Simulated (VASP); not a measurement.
Here is a VASP 6.6.1 calculation.

File INCAR:

```
ALGO     = Normal         # electronic algorithm
EDIFF    = 1E-6           # SCF threshold, eV
ENCUT    = 500            # plane-wave cutoff, eV
GGA_COMPAT= False        
ISIF     = 2              # what is computed and relaxed
ISMEAR   = -1             # smearing method
LASPH    = True           # aspherical terms in the spheres
LCHARG   = False          # write CHGCAR
LREAL    = False          # projectors in reciprocal space
LWAVE    = False          # write WAVECAR
NBANDS   = 16             # bands
NELM     = 120            # most SCF steps
PREC     = Accurate       # precision mode
SIGMA    = 0.1            # smearing width, eV
```

KPOINTS

```
k-points
0
Gamma
  11 11 11
```

The input POSCAR:

```
Hg
1.0
    1.7463233735      1.0082402698      2.1478810803
   -1.7463233735      1.0082402698      2.1478810803
    0.0000000000     -2.0164805396      2.1478810803
Hg
1
Direct
    0.0000000000      1.0000000000      0.0000000000
```

Potentials or basis: VASP PAW LDA potentials, release 64 (Hg_sv_GW).

Run with:

```console
$ cat potpaw_LDA.64/Hg_sv_GW/POTCAR > POTCAR
$ mpirun -np 1 vasp_std > vasp.out
```

Question: Estimate the band gap on the k mesh.

Answer: Zero (band 10 reaches 7.34 eV, above the bottom of band 11 at 4.59 eV).

Question: Predict the pressure.

Answer: -1.1 GPa.

Stress tensor (GPa, compression positive):
```
-1.19  0.00  0.00
 0.00 -1.19  0.00
 0.00  0.00 -1.03
```

Caveat: spin-orbit coupling is left out, which moves the levels of the heavy elements.
